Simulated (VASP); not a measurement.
**C: single point with LDA**

The system is C.

```
C
1.0
     2.48958    0.00000    0.00000
    -1.24479    2.15604    0.00000
     0.00000    0.00000    8.21409
C
8
Direct
  0.00000 0.00000 0.09293
  0.00000 0.00000 0.59293
  0.00000 0.00000 0.40707
  0.00000 0.00000 0.90707
  0.33333 0.66667 0.15554
  0.66667 0.33333 0.65554
  0.33333 0.66667 0.34446
  0.66667 0.33333 0.84446
```

```json
{
  "Program": "VASP 6.6.1",
  "Task": "single point",
  "Functional": "LDA",
  "Potentials or basis": "VASP PAW LDA potentials, release 64 (C)",
  "Cutoff": "520 eV",
  "k mesh": "12 × 12 × 4",
  "Occupations": "gaussian, width 0.02 eV",
  "Spin": "no spin polarisation",
  "Dipole correction": "no",
  "Further INCAR settings": "ALGO = Normal; EDIFF = 1e-07; NBANDS = 26"
}
```

```json
{
 "Pressure": "1.7 GPa",
 "Largest force": "0.005 eV/Å",
 "Band gap on the k mesh": "4.58 eV, indirect (least direct gap 5.32 eV)"
}
```

Forces on the atoms (eV/Å):
```
C    0.000  0.000  0.001
C    0.000  0.000  0.001
C    0.000  0.000 -0.001
C    0.000  0.000 -0.001
C    0.000  0.000  0.005
C    0.000  0.000  0.005
C    0.000  0.000 -0.005
C    0.000  0.000 -0.005
```

Levels at points of the mesh, in eV from the valence-band top:
| k point | band 12 | band 13 | band 14 | band 15 | band 16 | band 17 | band 18 | band 19 | band 20 | band 21 |
| --- | --- | --- | --- | --- | --- | --- | --- | --- | --- | --- |
| (0.00, 0.00, 0.00) | -1.77 | -1.77 | -0.24 | 0.00 | 0.00 | 5.32 | 5.32 | 5.49 | 7.16 | 7.16 |
| (0.50, 0.00, 0.00) | -5.16 | -5.06 | -4.77 | -3.78 | -3.03 | 4.64 | 5.64 | 6.03 | 6.04 | 6.83 |
| (0.00, 0.00, 0.50) | -2.67 | -0.67 | -0.67 | -0.67 | -0.67 | 6.11 | 6.11 | 6.11 | 6.11 | 6.79 |
| (0.50, 0.00, 0.50) | -6.16 | -4.84 | -4.84 | -3.76 | -3.76 | 4.98 | 4.98 | 6.98 | 6.98 | 7.65 |

Run time: 58 s on 1 thread of Intel(R) Xeon(R) Platinum 8488C (Sapphire Rapids), on a shared host, peak memory 0.15 GiB.

A k mesh can miss the band edges.
